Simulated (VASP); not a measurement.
# BaS (Fm-3m) in VASP: a series of runs, part 2 of 2

VASP 6.6.1. Earlier steps stand in the parts before.

### Step 4. Single point, PBE (34.21 Å³/atom)

This run uses another cell than the first one, of 34.21 Å³/atom.

INCAR

```
SYSTEM = BaS
PREC = Accurate
ENCUT = 520
EDIFF = 1E-6
ISMEAR = -1
SIGMA = 0.02
LREAL = .False.
LASPH = .True.
NELM = 100
ALGO = Normal
ISIF = 2
LWAVE = .False.
LCHARG = .False.
GGA = PE
NBANDS = 15
```

KPOINTS

```
regular mesh
0
Gamma
  8 8 8
  0 0 0
```

POSCAR

```
BaS
1.0
    0.0000000000      3.2461158646      3.2461158646
    3.2461158646      0.0000000000      3.2461158646
    3.2461158646      3.2461158646      0.0000000000
Ba S
1 1
Direct
    0.0000000000      0.0000000000      0.0000000000
    0.5000000000      0.5000000000      0.5000000000
```

Potentials or basis: VASP PAW PBE potentials, release 64 (Ba_sv, S).

On the command line:

```sh
> cat potpaw_PBE.64/Ba_sv/POTCAR potpaw_PBE.64/S/POTCAR > POTCAR
> mpirun -np 1 vasp_std > vasp.out
```

OUTCAR:

```text
SYSTEM = BaS
   PREC = Accurate
   ENCUT = 520
   EDIFF = 1E-6
   ISMEAR = -1
   LREAL = .False.
   LASPH = .True.
   NELM = 100
   ISIF = 2
   GGA = PE

 ion  position               nearest neighbor table
   1  0.000  0.000  0.000-   2 3.25   2 3.25   2 3.25   2 3.25   2 3.25   2 3.25
   2  0.500  0.500  0.500-   1 3.25   1 3.25   1 3.25   1 3.25   1 3.25   1 3.25

  LATTYP: Found a face centered cubic cell.
 ALAT       =     6.4922317292

  Lattice vectors:

 A1 = (   0.0000000000,   3.2461158646,   3.2461158646)
 A2 = (   3.2461158646,   0.0000000000,   3.2461158646)
 A3 = (   3.2461158646,   3.2461158646,   0.0000000000)

Analysis of symmetry for initial positions (statically):
=====================================================================
 Subroutine PRICEL returns:
 Original cell was already a primitive cell.

 Routine SETGRP: Setting up the symmetry group for a
 face centered cubic supercell.

 Subroutine GETGRP returns: Found 48 space group operations
 (whereof 48 operations were pure point group operations)
 out of a pool of 48 trial point group operations.

The static configuration has the point symmetry O_h .

Analysis of symmetry for dynamics (positions and initial velocities):
=====================================================================
 Subroutine PRICEL returns:
 Original cell was already a primitive cell.

 Routine SETGRP: Setting up the symmetry group for a
 face centered cubic supercell.

 Subroutine GETGRP returns: Found 48 space group operations
 (whereof 48 operations were pure point group operations)
 out of a pool of 48 trial point group operations.

The dynamic configuration has the point symmetry O_h .

 Subroutine INISYM returns: Found 48 space group operations
 (whereof 48 operations are pure point group operations),
 and found     1 'primitive' translations

----------------------------------------------------------------------------------------

                                     Primitive cell

  volume of cell :      68.4104

  direct lattice vectors                    reciprocal lattice vectors
     0.000000000  3.246115865  3.246115865    -0.154030238  0.154030238  0.154030238
     3.246115865  0.000000000  3.246115865     0.154030238 -0.154030238  0.154030238
     3.246115865  3.246115865  0.000000000     0.154030238  0.154030238 -0.154030238

  length of vectors
     4.590701081  4.590701081  4.590701081     0.266788199  0.266788199  0.266788199

  position of ions in fractional coordinates (direct lattice)
     0.000000000  0.000000000  0.000000000
     0.500000000  0.500000000  0.500000000

  ion indices of the primitive-cell ions
   primitive index   ion index
                 1           1
                 2           2

----------------------------------------------------------------------------------------

 KPOINTS: regular mesh

Automatic generation of k-mesh.
 Grid dimensions read from file:
 generate k-points for:    8    8    8

 Generating k-lattice:

[... 22 lines left out ...]
  0.500000  0.000000  0.000000      4.000000
  0.125000  0.125000  0.000000      6.000000
[... 16 lines left out ...]
  0.500000  0.250000  0.125000     48.000000
 -0.375000  0.250000  0.125000     24.000000
 [... further k-points ...]
   k-points           NKPTS =     29   k-points in BZ     NKDIM =     29   number of bands    NBANDS=     15
   number of dos      NEDOS =    301   number of ions     NIONS =      2
   total plane-waves  NPLWV =  46656
   dimension x,y,z NGX =    36 NGY =   36 NGZ =   36
   dimension x,y,z NGXF=    72 NGYF=   72 NGZF=   72
   ions per type =               1   1
   NGX,Y,Z   is equivalent  to a cutoff of  13.04, 13.04, 13.04 a.u.
   NGXF,Y,Z  is equivalent  to a cutoff of  26.07, 26.07, 26.07 a.u.
 SYSTEM =  BaS
   PREC   = accura    normal or accurate (medium, high low for compatibility)
   ISTART =      0    job   : 0-new  1-cont  2-samecut
   ICHARG =      2    charge: 1-file 2-atom 10-const
   ISPIN  =      1    spin polarized calculation?
   LNONCOLLINEAR =      F non collinear calculations
   LSORBIT =      F    spin-orbit coupling
   LASPH  =      T    aspherical Exc in radial PAW
   ENCUT  =  520.0 eV  38.22 Ry    6.18 a.u.   8.54  8.54  8.54*2*pi/ulx,y,z
   NELM   =    100;   NELMIN=  2; NELMDL= -5     # of ELM steps
   EDIFF  = 0.1E-05   stopping-criterion for ELM
   LREAL  =      F    real-space projection
   EDIFFG = 0.1E-04   stopping-criterion for IOM
   NSW    =      0    number of steps for IOM
   IBRION =     -1    ionic relax: 0-MD 1-quasi-New 2-CG
   NFREE  =      0    steps in history (QN), initial steepest desc. (CG)
   ISIF   =      2    stress and relaxation
   ISYM   =      2    0-nonsym 1-usesym 2-fastsym
   POTIM  = 0.5000    time-step for ionic-motion
   TEBEG  =    0.0;   TEEND  =   0.0 temperature during run
   PSTRESS=    0.0 pullay stress
   NELECT =      16.0000    total number of electrons
   NUPDOWN=      -1.0000    fix difference up-down
   EMIN   =  10.00;   EMAX   =-10.00  energy-range for DOS
   EFERMI =   0.00;   METHOD = LEGACY
   ISMEAR =    -1;   SIGMA  =   0.02  broadening in eV -4-tet -1-fermi 0-gaus
   EFERMI_NEDOS =   21; number of points for ismear=-14 and -15
   IALGO  =     38    algorithm
   IMIX   =      4    mixing-type and parameters
     AMIX     =   0.40;   BMIX     =  1.00
     AMIX_MAG =   1.60;   BMIX_MAG =  1.00
  volume/ion in A,a.u.               =      34.21       230.83
  Fermi-wavevector in a.u.,A,eV,Ry     =   1.008651  1.906074 13.842245  1.017376
  Thomas-Fermi vector in A             =   2.141531
   LORBIT       =      0    0 simple, 1 ext, 2 COOP (PROOUT), +10 PAW based schemes
   GGA     = PE    functional components
   LHFCALC =     F    Hartree Fock is set to
   AEXX    =    0.0000 exact exchange contribution
   IVDW    =     0    specifies the selected vdW correction
   LEPSILON=     F    determine dielectric tensor
   LRPA    =     F    only Hartree local field effects (RPA)
 non-spin polarized calculation
  energy-cutoff  :      520.00
  volume of cell :       68.41
 maximum number of plane-waves:      1862
 NGX is ok and might be reduce to    36
   NGX = 17   NGY = 17   NGZ = 17

 number of electron      16.0000000 magnetization

 Free energy of the ion-electron system (eV)
  ---------------------------------------------------
  ext. energy  EPLUGINS =         0.00000000
  ---------------------------------------------------
  free energy    TOTEN  =       -10.19200524 eV

  energy without entropy =      -10.19200524  energy(sigma->0) =      -10.19200524

 E-fermi :   1.6621     XC(G=0):  -8.4250

 val. band max:        1.2082912132   @ k =   0.0000   0.0000   0.0000
 cond. band min:       3.3912020013   @ k =   0.5000   0.5000   0.0000
 fundamental gap:      2.1829107881
 Fermi energy:         1.6620859816

 k-point     1 :       0.0000    0.0000    0.0000
  band No.  band energies     occupation
      1     -25.0253      2.00000
      2     -10.0851      2.00000
      3     -10.0851      2.00000
      4     -10.0851      2.00000
      5      -9.0787      2.00000
      6       1.2083      2.00000
      7       1.2083      2.00000
      8       1.2083      2.00000
      9       4.5748      0.00000
     10       5.0651      0.00000
     11       5.0651      0.00000
     12       5.0651      0.00000
     13       5.9407      0.00000
     14       5.9407      0.00000
[... 401 lines left out ...]
      2     -10.8354      2.00000
      3     -10.2465      2.00000
      4     -10.1724      2.00000
      5      -8.3032      2.00000
      6      -0.2017      2.00000
      7       0.3985      2.00000
      8       0.4557      2.00000
      9       5.8197      0.00000
     10       5.9834      0.00000
     11       7.6581      0.00000
     12       7.8229      0.00000
     13       8.7766      0.00000
     14       9.6946      0.00000
     15      10.2458      0.00000

 [... further k-points ...]

------------------------ aborting loop because EDIFF is reached ----------------------------------------

  FORCE on cell =-STRESS in cart. coord.  units (eV):
  Direction    XX          YY          ZZ          XY          YZ          ZX
  --------------------------------------------------------------------------------------
  -------------------------------------------------------------------------------------
  Total       -0.2845720     -0.2845720     -0.2845720     -0.0000000      0.0000000     -0.0000000
  in kB       -6.6647025     -6.6647025     -6.6647025     -0.0000000      0.0000000     -0.0000000
  external PRESSURE =      -6.6647025 kB  Pullay stress =       0.0000000 kB

 VOLUME and BASIS-vectors are now :
 -----------------------------------------------------------------------------
  energy-cutoff  :      520.00
  volume of cell :       68.41
      direct lattice vectors                 reciprocal lattice vectors
     0.000000000  3.246115865  3.246115865    -0.154030238  0.154030238  0.154030238
     3.246115865  0.000000000  3.246115865     0.154030238 -0.154030238  0.154030238
     3.246115865  3.246115865  0.000000000     0.154030238  0.154030238 -0.154030238

 POSITION                                       TOTAL-FORCE (eV/Angst)
 -----------------------------------------------------------------------------------
      0.00000      0.00000      0.00000         0.000000      0.000000      0.000000
      3.24612      3.24612      3.24612        -0.000000     -0.000000      0.000000
 -----------------------------------------------------------------------------------
    total drift:                                0.000000      0.000000      0.000000

  FREE ENERGIE OF THE ION-ELECTRON SYSTEM (eV)
  ---------------------------------------------------
  free  energy   TOTEN  =       -10.1920052356 eV

  energy  without entropy=      -10.1920052356  energy(sigma->0) =      -10.19200524
```

stdout:

```text
POSCAR found type information on POSCAR BaS
 POSCAR found :  2 types and       2 ions
 scaLAPACK will be used
 LDA part: xc-table for (Slater+PW92), standard interpolation
 POSCAR, INCAR and KPOINTS ok, starting setup
 FFT: planning ... GRIDC
 FFT: planning ... GRID_SOFT
 FFT: planning ... GRID
 WAVECAR not read
 entering main loop
```

Wall time 22 s (1 thread of Intel Xeon Platinum 8259CL at 2.50GHz (Skylake/Cascade Lake), shared host); peak memory 0.21 GiB.

Results:

* Free energy: -10.1920 eV
* Pressure: -0.7 GPa
* Band gap on the k mesh: 2.18 eV (least direct gap 2.34 eV)

Caveat: spin-orbit coupling is left out, which moves the levels of the heavy elements. A k mesh can miss the band edges.

### Step 5. Single point, PBE (33.88 Å³/atom)

This run uses another cell than the first one, of 33.88 Å³/atom.

INCAR

```
SYSTEM = BaS
PREC = Accurate ; ENCUT = 520
EDIFF = 1E-6 ; ISMEAR = -1
SIGMA = 0.02 ; LREAL = .FALSE.
LASPH = .TRUE. ; NELM = 60
ALGO = Normal ; ISIF = 2
LWAVE = .FALSE. ; LCHARG = .FALSE.
GGA = PE ; NBANDS = 15
```

KPOINTS

```
regular mesh
0
G
  8 8 8
  0 0 0
```

POSCAR

```
BaS
1.0
    0.0000000000      3.2357778460      3.2357778460
    3.2357778460      0.0000000000      3.2357778460
    3.2357778460      3.2357778460      0.0000000000
Ba S
1 1
Direct
    0.0000000000      0.0000000000      0.0000000000
    0.5000000000      0.5000000000      0.5000000000
```

Potentials or basis: VASP PAW PBE potentials, release 64 (Ba_sv, S).

On the command line:

```sh
> cat potpaw_PBE.64/Ba_sv/POTCAR potpaw_PBE.64/S/POTCAR > POTCAR
> mpirun -np 1 vasp_std > vasp.out
```

OUTCAR:

```text
SYSTEM = BaS
   PREC = Accurate
   ENCUT = 520
   EDIFF = 1E-6
   ISMEAR = -1
   LREAL = .FALSE.
   LASPH = .TRUE.
   NELM = 60
   ISIF = 2
   GGA = PE

 ion  position               nearest neighbor table
   1  0.000  0.000  0.000-   2 3.24   2 3.24   2 3.24   2 3.24   2 3.24   2 3.24
   2  0.500  0.500  0.500-   1 3.24   1 3.24   1 3.24   1 3.24   1 3.24   1 3.24

  LATTYP: Found a face centered cubic cell.
 ALAT       =     6.4715556920

  Lattice vectors:

[... 617 lines left out ...]
 [... further k-points ...]

------------------------ aborting loop because EDIFF is reached ----------------------------------------

  FORCE on cell =-STRESS in cart. coord.  units (eV):
  Direction    XX          YY          ZZ          XY          YZ          ZX
  --------------------------------------------------------------------------------------
  -------------------------------------------------------------------------------------
  Total       -0.1232337     -0.1232337     -0.1232337      0.0000000     -0.0000000      0.0000000
  in kB       -2.9138957     -2.9138957     -2.9138957      0.0000000     -0.0000000      0.0000000
  external PRESSURE =      -2.9138957 kB  Pullay stress =       0.0000000 kB

 VOLUME and BASIS-vectors are now :
 -----------------------------------------------------------------------------
  energy-cutoff  :      520.00
  volume of cell :       67.76
      direct lattice vectors                 reciprocal lattice vectors
     0.000000000  3.235777846  3.235777846    -0.154522351  0.154522351  0.154522351
     3.235777846  0.000000000  3.235777846     0.154522351 -0.154522351  0.154522351
     3.235777846  3.235777846  0.000000000     0.154522351  0.154522351 -0.154522351

 POSITION                                       TOTAL-FORCE (eV/Angst)
 -----------------------------------------------------------------------------------
      0.00000      0.00000      0.00000        -0.000000      0.000000     -0.000000
      3.23578      3.23578      3.23578         0.000000     -0.000000      0.000000
 -----------------------------------------------------------------------------------
    total drift:                                0.000000      0.000000      0.000000

  FREE ENERGIE OF THE ION-ELECTRON SYSTEM (eV)
  ---------------------------------------------------
  free  energy   TOTEN  =       -10.1938573417 eV

  energy  without entropy=      -10.1938573417  energy(sigma->0) =      -10.19385734
```

OSZICAR:

```text
N       E                     dE             d eps       ncg     rms          rms(c)
DAV:   1     0.840097726065E+02    0.84010E+02   -0.68118E+03   870   0.923E+02
DAV:   2    -0.533217232362E+01   -0.89342E+02   -0.80035E+02  1180   0.167E+02
DAV:   3    -0.105766685907E+02   -0.52445E+01   -0.52017E+01  1218   0.421E+01
DAV:   4    -0.106866898948E+02   -0.11002E+00   -0.11001E+00  1110   0.625E+00
DAV:   5    -0.106895411056E+02   -0.28512E-02   -0.28512E-02  1221   0.786E-01    0.458E+00
DAV:   6    -0.101742387898E+02    0.51530E+00   -0.70537E-01  1010   0.503E+00    0.311E+00
DAV:   7    -0.101777118906E+02   -0.34731E-02   -0.18883E-01  1102   0.241E+00    0.208E+00
DAV:   8    -0.101919743944E+02   -0.14263E-01   -0.24758E-02   989   0.112E+00    0.196E-01
DAV:   9    -0.101928462507E+02   -0.87186E-03   -0.34204E-03  1129   0.428E-01    0.175E-01
DAV:  10    -0.101937385906E+02   -0.89234E-03   -0.10186E-03   954   0.207E-01    0.447E-02
DAV:  11    -0.101938537207E+02   -0.11513E-03   -0.14699E-04  1101   0.724E-02    0.153E-02
DAV:  12    -0.101938575193E+02   -0.37986E-05   -0.81838E-06  1003   0.187E-02    0.280E-03
DAV:  13    -0.101938573417E+02    0.17754E-06   -0.50221E-07   912   0.481E-03
   1 F= -.10193857E+02 E0= -.10193857E+02  d E =-.224861E-10
```

Wall time 24 s (1 thread of Intel Xeon Platinum 8259CL at 2.50GHz (Skylake/Cascade Lake), shared host); peak memory 0.21 GiB.

What came out:

```
Free energy            : -10.1939 eV
Pressure               : -0.3 GPa
Band gap on the k mesh : 2.17 eV (least direct gap 2.32 eV)
```

Levels at points of the mesh, in eV from the valence-band top:
| k point | band 6 | band 7 | band 8 | band 9 | band 10 | band 11 |
| --- | --- | --- | --- | --- | --- | --- |
| (0.00, 0.00, 0.00) | 0.00 | 0.00 | 0.00 | 3.41 | 3.86 | 3.86 |
| (0.50, 0.00, 0.00) | -1.85 | -1.01 | -1.01 | 5.41 | 5.57 | 6.16 |
| (0.50, 0.50, 0.00) | -0.56 | -0.16 | -0.16 | 2.17 | 5.79 | 5.83 |

Caveat: spin-orbit coupling is left out, which moves the levels of the heavy elements. A k mesh can miss the band edges.

### Step 6. Overview

| cell | gap on the mesh (eV) | pressure (GPa) |
| --- | --- | --- |
| a = 4.554 Å, angles 60.0°, 2 atoms | 2.15 | 0.3 |
| a = 4.532 Å, angles 60.0°, 2 atoms | 2.12 | 1.0 |
| a = 4.591 Å, angles 60.0°, 2 atoms | 2.18 | -0.7 |
| a = 4.576 Å, angles 60.0°, 2 atoms | 2.17 | -0.3 |

Alike in all rows: task single point; level PBE; potentials or basis VASP PAW PBE potentials, release 64 (Ba_sv, S); no spin polarisation; k mesh 8 × 8 × 8; cutoff (eV) 520; smearing fermi-dirac 0.02 eV.

Caveats: spin-orbit coupling is left out, which moves the levels of the heavy elements.

Absolute energies hang on the potentials; compare differences alone.
